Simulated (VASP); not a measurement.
Wanted: the native input for a VASP 6.6.1 run.

- Task: single point
- Functional: PBE
- Dispersion: D3(BJ)
- Potentials or basis: VASP PAW PBE potentials, release 64 (Mg, S)
- Cutoff: 600 eV
- k mesh: 8 × 8 × 8
- Occupations: gaussian, width 0.02 eV
- Spin: no spin polarisation
- Dipole correction: no
- Further INCAR settings: ALGO = Normal; EDIFF = 1e-06; NBANDS = 11

The structure of MgS (d3) lies in POSCAR:

```
MgS
1.0
    0.0000000000      2.5773470069      2.5773470069
    2.5773470069      0.0000000000      2.5773470069
    2.5773470069      2.5773470069      0.0000000000
Mg S
1 1
Direct
    0.0000000000      0.0000000000      0.0000000000
    0.5000000000      0.5000000000      0.5000000000
```

One way to write it, as run:

INCAR

```
PREC = Accurate ; ENCUT = 600
EDIFF = 1E-6 ; ISMEAR = 0
SIGMA = 0.02 ; LREAL = F
LASPH = T ; NELM = 120
ALGO = Normal ; ISIF = 2
LWAVE = F ; LCHARG = F
GGA = PE ; IVDW = 12
NBANDS = 11 ; GGA_COMPAT = F
```

KPOINTS

```
regular mesh
0
Gamma
  8 8 8
```

Potentials or basis: VASP PAW PBE potentials, release 64 (Mg, S).

Run with:

```bash
$ cat potpaw_PBE.64/Mg/POTCAR potpaw_PBE.64/S/POTCAR > POTCAR
$ mpirun -np 1 vasp_std > vasp.out
```

Results of the run:

- Pressure: -0.3 GPa
- Band gap on the k mesh: 2.84 eV, indirect (least direct gap 3.94 eV)
- Dispersion energy per atom: -0.366 eV

Run time: 11 s on 1 thread of Intel(R) Xeon(R) Platinum 8488C (Sapphire Rapids), on a shared host, peak memory 0.18 GiB.
